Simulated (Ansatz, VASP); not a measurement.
Br in VASP and in Ansatz

```xyz
4
Lattice="3.3045 -2.1630 0.0000 3.3045 2.1630 0.0000 0.0000 0.0000 9.0938" Properties=species:S:1:pos:R:3 pbc="T T T"
Br    3.3045   -1.4931    1.0685
Br    3.3045    1.4931    8.0252
Br    3.3045    0.6699    3.4784
Br    3.3045   -0.6699    5.6154
```

Alike in both runs: task relaxation of cell and atoms; functional PBE; k mesh 6 × 6 × 2; occupations gaussian, width 0.05 eV; no spin polarisation.

|  | VASP | Ansatz |
| --- | --- | --- |
| version | VASP 6.6.1 | Ansatz 0.2.0 |
| potentials or method | VASP PAW PBE potentials, release 64 (Br), cutoff 600 eV | scalar-relativistic, plane waves, PAW |
| valence electrons in the cell | 28 | 28 |

```tsv
	VASP	Ansatz	Ansatz less VASP
gap on the k mesh at the Fermi level, each at its own relaxed structure (eV)	1.37	1.40	+0.029
relaxed volume (Å³/atom)	39.14	36.48	-2.655
relaxed cell length with the largest relative difference (Å)	4.716	4.454	-0.2614
```

One of these differences is far larger than is usual between the two programs; its cause wasn't traced.

Noted on VASP's run: the volume moved by over 15 % at a fixed basis, so the end points are rough.
